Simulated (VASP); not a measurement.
Set up this calculation in VASP 6.6.1, as the native input.

```yaml
Task: single point
Functional: PBE
Dispersion: D3(BJ)
Potentials_or_basis: VASP PAW PBE potentials, release 64 (Al, C, H)
Cutoff: 520 eV
k_mesh: 3 × 2 × 1
Occupations: gaussian, width 0.05 eV
Spin: no spin polarisation
Dipole_correction: no
Further_INCAR_settings: LREAL = Auto; ALGO = Normal; EDIFF = 1e-06; NBANDS = 48
```

The structure of Al18H4C lies in POSCAR:

```
Al18H4C
1.0
    5.7275650000      0.0000000000      0.0000000000
    4.2956740000      7.4403250000      0.0000000000
    0.0000000000      0.0000000000     17.6765370000
Al C H
18 1 4
Direct
    0.1666667000      0.1111111000      0.0565722000
    0.6666667000      0.1111111000      0.0565722000
    0.1666667000      0.4444444000      0.0565722000
    0.6666667000      0.4444444000      0.0565722000
    0.1666667000      0.7777778000      0.0565722000
    0.6666667000      0.7777778000      0.0565722000
   -0.1666742307      0.2222766915      0.1881389647
    0.3331311853      0.2223107767      0.1882756282
   -0.1666457285      0.5555777312      0.1879017810
    0.3332268300      0.5556773391      0.1878668351
   -0.1665692327      0.8888151020      0.1880380516
    0.3333669176      0.8887639523      0.1878498528
    0.0004277797     -0.0004333241      0.3195100465
    0.5001064136     -0.0004484895      0.3196363846
   -0.0004011564      0.3336006779      0.3196037301
    0.4997391170      0.3337038535      0.3195849226
    0.0000011248      0.6668838122      0.3194773581
    0.4999919638      0.6667804795      0.3188737072
    0.4953901723      0.6644549985      0.5211410341
    0.2932390592      0.7600630698      0.5001714585
    0.5543683451      0.5295088786      0.5003655595
    0.6390886717      0.7035762122      0.5003802134
    0.4949551311      0.6646675089      0.5831314972
```

These files were run (other wordings do the same):

INCAR

```
PREC = Accurate
ENCUT = 520
EDIFF = 1E-6
ISMEAR = 0
SIGMA = 0.05
LREAL = Auto
LASPH = T
NELM = 80
ALGO = Normal
ISIF = 2
LWAVE = F
LCHARG = T
GGA = PE
IVDW = 12
LELF = T
LVHAR = T
NBANDS = 48
```

KPOINTS

```
regular mesh
0
Gamma
  3 2 1
```

Potentials or basis: VASP PAW PBE potentials, release 64 (Al, C, H).

Run with:

```bash
$ cat potpaw_PBE.64/Al/POTCAR potpaw_PBE.64/C/POTCAR potpaw_PBE.64/H/POTCAR > POTCAR
$ mpirun -np 1 vasp_std > vasp.out
```

Results of the run:

```
Largest force              : 0.021 eV/Å
Band gap on the k mesh     : zero (filled and empty bands touch)
Dispersion energy per atom : -0.186 eV
```

Caveat: the k points lie up to 0.42 Å⁻¹ apart.

It took 3.6 min on 1 thread of Intel(R) Xeon(R) 6975P-C (Granite Rapids) (shared host), peak memory 0.81 GiB.
